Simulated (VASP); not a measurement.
# Li (P-1) in VASP: relaxation of cell and atoms with PBE0

Aim: the relaxation of cell and atoms of Li with PBE0.

Program: VASP 6.6.1. These are calculated values, not measurements. Logs are shortened: lines on timing, memory, paths and dates and some standing lists are left out, and cuts for length are marked.

### Step 1. The cell of the first run

The typed cell holds 2 atoms: a = 3.110 Å, b = 3.003 Å, c = 5.178 Å, α = 93.40°, β = 89.46°, γ = 117.82°.

### Step 2. Relaxation of cell and atoms, PBE0 (the cell strained at random)

Contents of POSCAR:

```
Li
1.0
    3.1090720000      0.0897310000      0.0160800000
   -1.4768260000      2.6129630000     -0.0913040000
    0.0263250000     -0.1573990000      5.1753890000
Li
2
Direct
    0.6666666667      0.3333333333      0.7500000000
    0.3333333333      0.6666666667      0.2500000000
```

Contents of INCAR.step1:

```
PREC = Accurate ; ENCUT = 600
EDIFF = 1E-5 ; ISMEAR = 1
SIGMA = 0.1 ; LREAL = F
LASPH = T ; NELM = 60
ALGO = Normal ; LWAVE = T
LCHARG = F ; GGA = PE
NBANDS = 10
```

Contents of INCAR.step2:

```
PREC = Accurate ; ENCUT = 600
EDIFF = 1E-7 ; ISMEAR = 1
SIGMA = 0.1 ; LREAL = F
LASPH = T ; NELM = 60
ALGO = Normal ; ISIF = 3
LWAVE = F ; LCHARG = F
GGA = PE ; LHFCALC = T
AEXX = 0.25 ; PRECFOCK = Normal
IBRION = 2 ; NSW = 60
EDIFFG = -0.01 ; ISTART = 1
```

Contents of KPOINTS:

```
regular mesh
0
Gamma
  5 5 3
```

Potentials or basis: VASP PAW PBE potentials, release 64 (Li_sv).

Command:

```
> cat potpaw_PBE.64/Li_sv/POTCAR > POTCAR
> cp INCAR.step1 INCAR
> mpirun -np 1 vasp_std > vasp.out
> cp INCAR.step2 INCAR
> mpirun -np 1 vasp_std > vasp.out
```

OUTCAR:

```text
PREC = Accurate
   ENCUT = 600
   EDIFF = 1E-7
   ISMEAR = 1
   LREAL = F
   LASPH = T
   NELM = 60
   ISIF = 3
   GGA = PE
   LHFCALC = T
   AEXX = 0.25
   PRECFOCK = Normal
   IBRION = 2
   NSW = 60
   EDIFFG = -0.01
   ISTART = 1

 ion  position               nearest neighbor table
   1  0.667  0.333  0.750-
   2  0.333  0.667  0.250-

  LATTYP: Found a triclinic cell.
 ALAT       =     3.0028198571
 B/A-ratio  =     2.5002280006
 C/A-ratio  =     1.0517559877
 COS(alpha) =     0.0048092964
 COS(beta)  =     0.4912017456
 COS(gamma) =     0.6342238212

  Lattice vectors:

 A1 = (   1.4768260000,  -2.6129630000,   0.0913040000)
 A2 = (   4.6122230000,  -2.6806310000,   5.2827730000)
 A3 = (  -1.6322460000,  -2.7026940000,   0.0752240000)

Analysis of symmetry for initial positions (statically):
=====================================================================
 Subroutine PRICEL returns:
 Original cell was already a primitive cell.

 Routine SETGRP: Setting up the symmetry group for a
 triclinic supercell.

 Subroutine GETGRP returns: Found  2 space group operations
 (whereof  2 operations were pure point group operations)
 out of a pool of  2 trial point group operations.

The static configuration has the point symmetry S_2 .

Analysis of symmetry for dynamics (positions and initial velocities):
=====================================================================
 Subroutine PRICEL returns:
 Original cell was already a primitive cell.

 Routine SETGRP: Setting up the symmetry group for a
 triclinic supercell.

 Subroutine GETGRP returns: Found  2 space group operations
 (whereof  2 operations were pure point group operations)
 out of a pool of  2 trial point group operations.

The dynamic configuration has the point symmetry S_2 .

 Subroutine INISYM returns: Found  2 space group operations
 (whereof  2 operations are pure point group operations),
 and found     1 'primitive' translations

----------------------------------------------------------------------------------------

                                     Primitive cell

  volume of cell :      42.6879
[... 106 lines left out ...]
   IALGO  =     38    algorithm
   IMIX   =      1    mixing-type and parameters
     AMIX     =   0.40;   BMIX     =  1.00
     AMIX_MAG =   1.60;   BMIX_MAG =  1.00
  volume/ion in A,a.u.               =      21.34       144.04
  Fermi-wavevector in a.u.,A,eV,Ry     =   0.851185  1.608506  9.857630  0.724515
  Thomas-Fermi vector in A             =   1.967278
   LORBIT       =      0    0 simple, 1 ext, 2 COOP (PROOUT), +10 PAW based schemes
   GGA     = PE    functional components
   LHFCALC =     T    Hartree Fock is set to
   PRECFOCK=normal    Normal, Fast or Accurate (Low or Medium for compatibility)
   ENCUT4O =  -1.0   cutoff for four orbital integrals eV
   NKREDX  =     1    reduce k-point grid by
   NKREDY  =     1    reduce k-point grid by
   NKREDZ  =     1    reduce k-point grid by
   AEXX    =    0.2500 exact exchange contribution
   HFSCREEN=    0.0000 screening length (either q_TF or 0.3 A-1)
   HFSCREENC=   0.0000 screening length for correlation (either q_TF or 0.3 A-1)
   ENCUTFOCK=  -1.0 apply spherical cutoff to Coloumb kernel
   IVDW    =     0    specifies the selected vdW correction
   LEPSILON=     F    determine dielectric tensor
   LRPA    =     F    only Hartree local field effects (RPA)
 conjugate gradient relaxation of ions
 non-spin polarized calculation
 Methfessel and Paxton  Order N= 1 SIGMA  =   0.10
  energy-cutoff  :      600.00
  volume of cell :       42.69
 maximum number of plane-waves:      1440
 NGX is ok and might be reduce to    28
  NGX = 20; NGY = 18; NGZ = 32

--------------------------------------- Ionic step        1  -------------------------------------------

 number of electron       5.9999993 magnetization

 Free energy of the ion-electron system (eV)
  ---------------------------------------------------
  ext. energy  EPLUGINS =         0.00000000
  ---------------------------------------------------
  free energy    TOTEN  =        -4.41154802 eV

  energy without entropy =       -4.41079577  energy(sigma->0) =       -4.41129727

------------------------ aborting loop because EDIFF is reached ----------------------------------------

  FORCE on cell =-STRESS in cart. coord.  units (eV):
  Direction    XX          YY          ZZ          XY          YZ          ZX
  --------------------------------------------------------------------------------------
  -------------------------------------------------------------------------------------
  Total       -0.3275693     -0.0111322     -0.2638112     -0.2808619     -0.0261004     -0.0886212
  in kB      -12.2944593     -0.4178185     -9.9014645    -10.5414183     -0.9796107     -3.3261639
  external PRESSURE =      -7.5379141 kB  Pullay stress =       0.0000000 kB
[... 167 lines left out ...]
--------------------------------------- Ionic step        6  -------------------------------------------

 number of electron       5.9999988 magnetization

 Free energy of the ion-electron system (eV)
  ---------------------------------------------------
  ext. energy  EPLUGINS =         0.00000000
  ---------------------------------------------------
  free energy    TOTEN  =        -4.42850604 eV

  energy without entropy =       -4.42775379  energy(sigma->0) =       -4.42825529

 E-fermi :   0.8300     XC(G=0):  -5.5918

 val. band max:        0.4084782727   @ k =   0.2000   0.2000   0.3333
 cond. band min:       0.8299630148   @ k =  -0.2000   0.4000   0.3333
 fundamental gap:      0.4214847421
 Fermi energy:         0.8299630122

 k-point     1 :       0.0000    0.0000    0.0000
  band No.  band energies     occupation
      1     -49.9376      2.00000
      2     -49.9181      2.00000
      3      -4.1892      2.00000
      4       0.2372      2.00000
      5       4.0885      0.00000
      6      14.5704      0.00000
      7      14.7940      0.00000
[... 221 lines left out ...]
 k-point    24 :       0.0000    0.4000    0.3333
  band No.  band energies     occupation
      1     -49.9170      2.00000
      2     -49.9144      2.00000
      3      -0.1743      2.00000
      4       1.5350     -0.00000
      5       5.1099      0.00000
      6       7.3754      0.00000
      7      10.7707      0.00000

 [... further k-points ...]

------------------------ aborting loop because EDIFF is reached ----------------------------------------

  FORCE on cell =-STRESS in cart. coord.  units (eV):
  Direction    XX          YY          ZZ          XY          YZ          ZX
  --------------------------------------------------------------------------------------
  -------------------------------------------------------------------------------------
  Total        0.0043579      0.0061270     -0.0030759      0.0038774     -0.0005509     -0.0037392
  in kB        0.1743606      0.2451422     -0.1230672      0.1551338     -0.0220431     -0.1496047
  external PRESSURE =       0.0988119 kB  Pullay stress =       0.0000000 kB
[... 17 lines left out ...]
  FREE ENERGIE OF THE ION-ELECTRON SYSTEM (eV)
  ---------------------------------------------------
  free  energy   TOTEN  =        -4.4285060409 eV

  energy  without entropy=       -4.4277537886  energy(sigma->0) =       -4.42825529

 reached required accuracy - stopping structural energy minimisation
```

Wall time 26 min (1 thread of Intel Xeon Platinum 8259CL at 2.50GHz (Skylake/Cascade Lake), shared host); peak memory 0.17 GiB.

Results:

| Item | Value |
| --- | --- |
| Free energy | -4.4285 eV |
| Relaxed volume | 20.02 Å³/atom |
| Relaxed cell | a = 3.009 Å, b = 3.028 Å, c = 5.051 Å, α = 92.99°, β = 90.66°, γ = 119.31° |
| Space group after relaxing (to 0.1 Å) | C2/m (No. 12) |
| Energy gained by relaxing | 8.5 meV/atom |
| Ionic steps | 6 |
| Pressure after relaxing | 0.0 GPa |
| Largest force after relaxing | 0.004 eV/Å |
| Band gap on the k mesh | zero (bands 3 and 4 overlap by 4.04 eV) |

Forces on the atoms (eV/Å):
```
Li   0.001 -0.004 -0.001
Li  -0.001  0.004  0.001
```

Step by step:
```tsv
step	energy change (eV)	largest force (eV/Å)	pressure (GPa)	volume (Å³)
1	0.0000	0.0331	-0.75	42.69
2	-0.0075	0.0252	-0.60	42.07
3	-0.0166	0.0069	-0.14	40.51
4	-0.0167	0.0072	-0.08	40.33
5	-0.0169	0.0059	-0.05	40.22
6	-0.0170	0.0041	0.01	40.04
```

Final structure:
```
Li
1.0
     3.00875    0.01242   -0.01835
    -1.49394    2.63317   -0.07824
    -0.02698   -0.16788    5.04837
Li
2
Direct
  0.66875 0.33349 0.74989
  0.33125 0.66651 0.25011
```

Caveat: the k points lie up to 0.48 Å⁻¹ apart in the final cell, too coarse for converged energies and pressures of a metal; the cell differs from its parent crystal (the cell strained at random); the cutoff is under 1.25 times the usual one of these potentials, so pressure, stress and relaxed cells hold a basis-set (Pulay) error; the PAW data sets were made with another functional, which shifts forces and pressure a little.
